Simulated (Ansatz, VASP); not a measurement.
One calculation of GaP4, two programs

```
Ga P
1.0
     4.52800    0.00000    0.00000
    -2.26400    3.92136    0.00000
     0.00000    0.00000    4.91073
Ga P
1 4
Direct
  0.00000 0.00000 0.50000
  0.33333 0.66667 0.00000
  0.66667 0.33333 0.00000
  0.33333 0.66667 0.50000
  0.66667 0.33333 0.50000
```

Alike in both runs: task relaxation of cell and atoms; functional PBE; k mesh 12 × 12 × 8; occupations gaussian, width 0.1 eV; no spin polarisation.

|  | VASP | Ansatz |
| --- | --- | --- |
| version | VASP 6.6.1 | Ansatz 0.2.0 |
| potentials or method | VASP PAW PBE potentials, release 64 (Ga_d, P), cutoff 600 eV | scalar-relativistic, plane waves, PAW |
| valence electrons in the cell | 33 | 33 |

Ansatz gave:

* gap on the k mesh at the Fermi level, each at its own relaxed structure (eV): none
* relaxed volume (Å³/atom): 17.31
* relaxed cell length with the largest relative difference (Å): 4.816

Q: What did VASP give for the same quantities?

A: gap on the k mesh at the Fermi level, each at its own relaxed structure (eV): none; relaxed volume (Å³/atom): 17.29; relaxed cell length with the largest relative difference (Å): 4.814.

A gap of «none» marks a metal or a gap that the smearing closes.

Noted on VASP's run: too few bands were computed for a metal, which touches its energy and stress.
